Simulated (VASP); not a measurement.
# MgH2 (Fm-3m) in VASP: notebook

The runs below take MgH2 through single point, relaxation of cell and atoms, with r2SCAN.

All numbers are computed with VASP 6.6.1; they aren't measurements. Logs are shortened: lines on timing, memory, paths and dates and some standing lists are left out, and cuts for length are marked.

## 1. The cell of the first run

The structure is cubic, space group Fm-3m (No. 225). The conventional cell has a = 4.679 Å, b = 4.679 Å, c = 4.679 Å, α = 90.00°, β = 90.00°, γ = 90.00°. Mg (site symmetry m-3m) has 8 H at 2.03 Å within 2.7 Å. Within 2.7 Å of H (site symmetry -43m) lie 4 Mg at 2.03 Å and 6 H at 2.34 Å.

## 2. Single point, r2SCAN (8.54 Å³/atom)

Input file POSCAR:

```
MgH2
1.0
    0.0000000000      2.3395144381      2.3395144381
    2.3395144381      0.0000000000      2.3395144381
    2.3395144381      2.3395144381      0.0000000000
Mg H
1 2
Direct
    0.0000000000      0.0000000000      0.0000000000
    0.7500000000      0.7500000000      0.7500000000
    0.2500000000      0.2500000000      0.2500000000
```

Input file INCAR.step1:

```
SYSTEM = MgH2
PREC = Accurate ; ENCUT = 520
ISMEAR = 0 ; SIGMA = 0.1
LREAL = .FALSE. ; LASPH = .TRUE.
NELM = 60 ; NBANDS = 9
GGA = PE ; ALGO = Normal
EDIFF = 1E-4 ; LWAVE = .TRUE.
LCHARG = .FALSE.
```

Input file INCAR.step2:

```
SYSTEM = MgH2
PREC = Accurate ; ENCUT = 520
EDIFF = 1E-6 ; ISMEAR = 0
SIGMA = 0.1 ; LREAL = .FALSE.
LASPH = .TRUE. ; NELM = 60
ALGO = Normal ; ISIF = 2
LWAVE = .FALSE. ; LCHARG = .TRUE.
METAGGA = R2SCAN ; LMIXTAU = .TRUE.
LELF = .TRUE. ; LVHAR = .TRUE.
NBANDS = 9 ; ISTART = 1
```

Input file KPOINTS:

```
regular mesh
0
G
  16 16 16
  0 0 0
```

Potentials or basis: VASP PAW PBE potentials, release 64 (Mg, H).

Run with:

```
$ cat potpaw_PBE.64/Mg/POTCAR potpaw_PBE.64/H/POTCAR > POTCAR
$ cp INCAR.step1 INCAR
$ mpirun -np 1 vasp_std > vasp.out
$ cp INCAR.step2 INCAR
$ mpirun -np 1 vasp_std > vasp.out
```

OUTCAR:

```text
SYSTEM = MgH2
   PREC = Accurate
   ENCUT = 520
   EDIFF = 1E-6
   ISMEAR = 0
   LREAL = .FALSE.
   LASPH = .TRUE.
   NELM = 60
   ISIF = 2
   METAGGA = R2SCAN
   ISTART = 1

 ion  position               nearest neighbor table
   1  0.000  0.000  0.000-   2 2.03   2 2.03   2 2.03   2 2.03   3 2.03   3 2.03   3 2.03   3 2.03

   2  0.750  0.750  0.750-   1 2.03   1 2.03   1 2.03   1 2.03
   3  0.250  0.250  0.250-   1 2.03   1 2.03   1 2.03   1 2.03

  LATTYP: Found a face centered cubic cell.
 ALAT       =     4.6790288762

  Lattice vectors:

 A1 = (   0.0000000000,   2.3395144381,   2.3395144381)
 A2 = (   2.3395144381,   0.0000000000,   2.3395144381)
 A3 = (   2.3395144381,   2.3395144381,   0.0000000000)

Analysis of symmetry for initial positions (statically):
=====================================================================
 Subroutine PRICEL returns:
 Original cell was already a primitive cell.

 Routine SETGRP: Setting up the symmetry group for a
 face centered cubic supercell.

 Subroutine GETGRP returns: Found 48 space group operations
 (whereof 48 operations were pure point group operations)
 out of a pool of 48 trial point group operations.

The static configuration has the point symmetry O_h .

Analysis of symmetry for dynamics (positions and initial velocities):
=====================================================================
 Subroutine PRICEL returns:
 Original cell was already a primitive cell.

 Routine SETGRP: Setting up the symmetry group for a
 face centered cubic supercell.

 Subroutine GETGRP returns: Found 48 space group operations
 (whereof 48 operations were pure point group operations)
 out of a pool of 48 trial point group operations.

The dynamic configuration has the point symmetry O_h .

 Subroutine INISYM returns: Found 48 space group operations
 (whereof 48 operations are pure point group operations),
 and found     1 'primitive' translations

----------------------------------------------------------------------------------------

                                     Primitive cell

  volume of cell :      25.6099

  direct lattice vectors                    reciprocal lattice vectors
     0.000000000  2.339514438  2.339514438    -0.213719562  0.213719562  0.213719562
     2.339514438  0.000000000  2.339514438     0.213719562 -0.213719562  0.213719562
     2.339514438  2.339514438  0.000000000     0.213719562  0.213719562 -0.213719562

  length of vectors
[... 92 lines left out ...]
   POTIM  = 0.5000    time-step for ionic-motion
   TEBEG  =    0.0;   TEEND  =   0.0 temperature during run
   PSTRESS=    0.0 pullay stress
   NELECT =       4.0000    total number of electrons
   NUPDOWN=      -1.0000    fix difference up-down
   EMIN   =  10.00;   EMAX   =-10.00  energy-range for DOS
   EFERMI =   0.00;   METHOD = LEGACY
   ISMEAR =     0;   SIGMA  =   0.10  broadening in eV -4-tet -1-fermi 0-gaus
   EFERMI_NEDOS =   21; number of points for ismear=-14 and -15
   IALGO  =     38    algorithm
   IMIX   =      4    mixing-type and parameters
     AMIX     =   0.40;   BMIX     =  1.00
     AMIX_MAG =   1.60;   BMIX_MAG =  1.00
  volume/ion in A,a.u.               =       8.54        57.61
  Fermi-wavevector in a.u.,A,eV,Ry     =   0.881642  1.666062 10.575716  0.777293
  Thomas-Fermi vector in A             =   2.002166
   LORBIT       =      0    0 simple, 1 ext, 2 COOP (PROOUT), +10 PAW based schemes
   METAGGA = R2SCAN    functional components
   LHFCALC =     F    Hartree Fock is set to
   AEXX    =    0.0000 exact exchange contribution
   IVDW    =     0    specifies the selected vdW correction
   LEPSILON=     F    determine dielectric tensor
   LRPA    =     F    only Hartree local field effects (RPA)
 non-spin polarized calculation
 Gauss-broadening in eV      SIGMA  =   0.10
  energy-cutoff  :      520.00
  volume of cell :       25.61
 maximum number of plane-waves:       701
 NGX is ok and might be reduce to    28
   NGX = 13   NGY = 13   NGZ = 13

 number of electron       3.9999999 magnetization

 Free energy of the ion-electron system (eV)
  ---------------------------------------------------
  ext. energy  EPLUGINS =         0.00000000
  ---------------------------------------------------
  free energy    TOTEN  =       -11.52235381 eV

  energy without entropy =      -11.52160121  energy(sigma->0) =      -11.52197751

 E-fermi :   3.4611     XC(G=0):  -9.4720

 val. band max:        3.4597733151   @ k =   0.1250   0.0000   0.0000
 cond. band min:       3.5504873653   @ k =   0.1250   0.0625   0.0000
 fundamental gap:      0.0907140502
 Fermi energy:         3.4611451184

 k-point     1 :       0.0000    0.0000    0.0000
  band No.  band energies     occupation
      1      -7.4744      2.00000
      2       4.1691      0.00000
      3      13.1752      0.00000
      4      13.1752      0.00000
      5      13.1752      0.00000
      6      16.6331      0.00000
      7      16.6331      0.00000
      8      16.6331      0.00000
      9      17.2310      0.00000
[... 265 lines left out ...]
 k-point    24 :      -0.0625    0.0625    0.0000
  band No.  band energies     occupation
      1      -7.2710      2.00000
      2       3.6998      0.00074
      3      12.1655      0.00000
      4      12.8654      0.00000
      5      13.3958      0.00000
      6      16.1196      0.00000
      7      16.7891      0.00000
      8      17.3041      0.00000
      9      17.9764      0.00000

 [... further k-points ...]

------------------------ aborting loop because EDIFF is reached ----------------------------------------

  FORCE on cell =-STRESS in cart. coord.  units (eV):
  Direction    XX          YY          ZZ          XY          YZ          ZX
  --------------------------------------------------------------------------------------
  -------------------------------------------------------------------------------------
  Total        0.2183909      0.2183909      0.2183909     -0.0000000     -0.0000000     -0.0000000
  in kB       13.6627425     13.6627425     13.6627425     -0.0000000     -0.0000000     -0.0000000
  external PRESSURE =      13.6627425 kB  Pullay stress =       0.0000000 kB

 VOLUME and BASIS-vectors are now :
 -----------------------------------------------------------------------------
  energy-cutoff  :      520.00
  volume of cell :       25.61
      direct lattice vectors                 reciprocal lattice vectors
     0.000000000  2.339514438  2.339514438    -0.213719562  0.213719562  0.213719562
     2.339514438  0.000000000  2.339514438     0.213719562 -0.213719562  0.213719562
     2.339514438  2.339514438  0.000000000     0.213719562  0.213719562 -0.213719562

 POSITION                                       TOTAL-FORCE (eV/Angst)
 -----------------------------------------------------------------------------------
      0.00000      0.00000      0.00000        -0.000000     -0.000000      0.000000
      3.50927      3.50927      3.50927        -0.000000     -0.000000     -0.000000
      1.16976      1.16976      1.16976         0.000000      0.000000      0.000000
 -----------------------------------------------------------------------------------
    total drift:                                0.000000      0.000000      0.000000

  FREE ENERGIE OF THE ION-ELECTRON SYSTEM (eV)
  ---------------------------------------------------
  free  energy   TOTEN  =       -11.5223538057 eV

  energy  without entropy=      -11.5216012056  energy(sigma->0) =      -11.52197751
```

OUTCAR.step1:

```text
SYSTEM = MgH2
   PREC = Accurate
   ENCUT = 520
   ISMEAR = 0
   LREAL = .FALSE.
   LASPH = .TRUE.
   NELM = 60
[... 513 lines left out ...]
      0.00000      0.00000      0.00000         0.000000      0.000000      0.000000
      3.50927      3.50927      3.50927        -0.000000     -0.000000     -0.000000
      1.16976      1.16976      1.16976         0.000000      0.000000      0.000000
 -----------------------------------------------------------------------------------
    total drift:                                0.000000      0.000000      0.000000

  FREE ENERGIE OF THE ION-ELECTRON SYSTEM (eV)
  ---------------------------------------------------
  free  energy   TOTEN  =        -8.4871986820 eV

  energy  without entropy=       -8.4856062653  energy(sigma->0) =       -8.48640247
```

Wall time 85 s (1 thread of Intel Xeon 6975P-C (Granite Rapids), shared host); peak memory 0.18 GiB.

Results:

- Free energy: -11.5224 eV
- Pressure: 1.4 GPa
- Band gap on the k mesh: zero (bands 2 and 3 overlap by 1.01 eV)

Levels at points of the mesh, in eV from the Fermi level:
| k point | band 1 | band 2 | band 3 | band 4 | band 5 |
| --- | --- | --- | --- | --- | --- |
| (0.00, 0.00, 0.00) | -10.94 | 0.71 | 9.71 | 9.71 | 9.71 |
| (0.50, 0.00, 0.00) | -6.38 | -6.33 | 7.22 | 8.21 | 9.50 |
| (0.50, 0.50, 0.00) | -6.48 | -2.90 | -0.31 | 5.02 | 5.02 |

Caveat: the PAW data sets were made with another functional, which shifts forces and pressure a little.

## 3. Single point, r2SCAN

This run uses another cell than the first one, of 8.80 Å³/atom.

Input file POSCAR:

```
MgH2
1.0
    0.0000000000      2.3633886834      2.3633886834
    2.3633886834      0.0000000000      2.3633886834
    2.3633886834      2.3633886834      0.0000000000
Mg H
1 2
Direct
    0.0000000000      0.0000000000      0.0000000000
    0.7500000000      0.7500000000      0.7500000000
    0.2500000000      0.2500000000      0.2500000000
```

Input file INCAR.step1:

```
PREC     = Accurate       # precision mode
ENCUT    = 520            # plane-wave cutoff, eV
ISMEAR   = 0              # smearing method
SIGMA    = 0.1            # smearing width, eV
LREAL    = F              # projectors in reciprocal space
LASPH    = T              # aspherical terms in the spheres
NELM     = 100            # most SCF steps
NBANDS   = 9              # bands
GGA      = PE             # functional
ALGO     = Normal         # electronic algorithm
EDIFF    = 1E-4           # SCF threshold, eV
LWAVE    = T              # write WAVECAR
LCHARG   = F              # write CHGCAR
```

Input file INCAR.step2:

```
PREC     = Accurate       # precision mode
ENCUT    = 520            # plane-wave cutoff, eV
EDIFF    = 1E-6           # SCF threshold, eV
ISMEAR   = 0              # smearing method
SIGMA    = 0.1            # smearing width, eV
LREAL    = F              # projectors in reciprocal space
LASPH    = T              # aspherical terms in the spheres
NELM     = 100            # most SCF steps
ALGO     = Normal         # electronic algorithm
ISIF     = 2              # what is computed and relaxed
LWAVE    = F              # write WAVECAR
LCHARG   = F              # write CHGCAR
METAGGA  = R2SCAN         # meta-GGA
LMIXTAU  = T            
NBANDS   = 9              # bands
ISTART   = 1
```

Input file KPOINTS:

```
Automatic mesh
0
Gamma
  16 16 16
```

Potentials or basis: VASP PAW PBE potentials, release 64 (Mg, H).

Run with:

```
$ cat potpaw_PBE.64/Mg/POTCAR potpaw_PBE.64/H/POTCAR > POTCAR
$ cp INCAR.step1 INCAR
$ mpirun -np 1 vasp_std > vasp.out
$ cp INCAR.step2 INCAR
$ mpirun -np 1 vasp_std > vasp.out
```

Run time: 1.7 min. Hardware: 1 thread of Intel Xeon 6975P-C (Granite Rapids), shared host; peak memory 0.19 GiB.

Results (log left out):

- Free energy: -11.5249 eV
- Pressure: -0.6 GPa
- Band gap on the k mesh: zero (bands 2 and 3 overlap by 0.94 eV)

Levels at points of the mesh, in eV from the Fermi level:
```
           k point  band 1  band 2  band 3  band 4  band 5  band 6  band 7
(0.00, 0.00, 0.00)  -10.72    0.66    9.60    9.60    9.60   12.88   12.88
(0.50, 0.00, 0.00)   -6.26   -6.20    7.11    7.94    9.40    9.40    9.70
(0.50, 0.50, 0.00)   -6.36   -2.85   -0.28    4.93    4.93    8.72   18.04
```

Caveat: the PAW data sets were made with another functional, which shifts forces and pressure a little.

## 4. Single point, r2SCAN

This run uses another cell than the first one, of 8.80 Å³/atom.

POSCAR is that of step 3.

Input file INCAR.step1:

```
SYSTEM = MgH2
PREC = Accurate
ENCUT = 520
ISMEAR = 0
SIGMA = 0.1
LREAL = .False.
LASPH = .True.
NELM = 100
NBANDS = 9
GGA = PE
ALGO = Normal
EDIFF = 1E-4
LWAVE = .True.
LCHARG = .False.
```

Input file INCAR.step2:

```
SYSTEM = MgH2
PREC = Accurate
ENCUT = 520
EDIFF = 1E-7
ISMEAR = 0
SIGMA = 0.1
LREAL = .False.
LASPH = .True.
NELM = 100
ALGO = Normal
ISIF = 2
LWAVE = .False.
LCHARG = .True.
METAGGA = R2SCAN
LMIXTAU = .True.
LELF = .True.
LVHAR = .True.
NBANDS = 9
ISTART = 1
```

Input file KPOINTS:

```
Automatic mesh
0
Gamma
  16 16 16
  0 0 0
```

Run with:

```
$ cat potpaw_PBE.64/Mg/POTCAR potpaw_PBE.64/H/POTCAR > POTCAR
$ cp INCAR.step1 INCAR
$ mpirun -np 1 vasp_std > vasp.out
$ cp INCAR.step2 INCAR
$ mpirun -np 1 vasp_std > vasp.out
```

It took 1.7 min on 1 thread of Intel Xeon 6975P-C (Granite Rapids), shared host; peak memory 0.19 GiB.

The run converged. Its results:

- Free energy: -11.5249 eV
- Pressure: -0.6 GPa
- Band gap on the k mesh: zero (bands 2 and 3 overlap by 0.94 eV)

Levels at points of the mesh, in eV from the Fermi level:
```csv
k point,band 1,band 2,band 3,band 4,band 5,band 6
"(0.00, 0.00, 0.00)",-10.72,0.66,9.60,9.60,9.60,12.88
"(0.50, 0.00, 0.00)",-6.26,-6.20,7.11,7.94,9.40,9.40
"(0.50, 0.50, 0.00)",-6.36,-2.85,-0.28,4.93,4.93,8.72
```

Caveat: the PAW data sets were made with another functional, which shifts forces and pressure a little.

(Part 1 of 3 ends here.)

The gap in the log of VASP goes by the Fermi energy; the results here count the filled bands.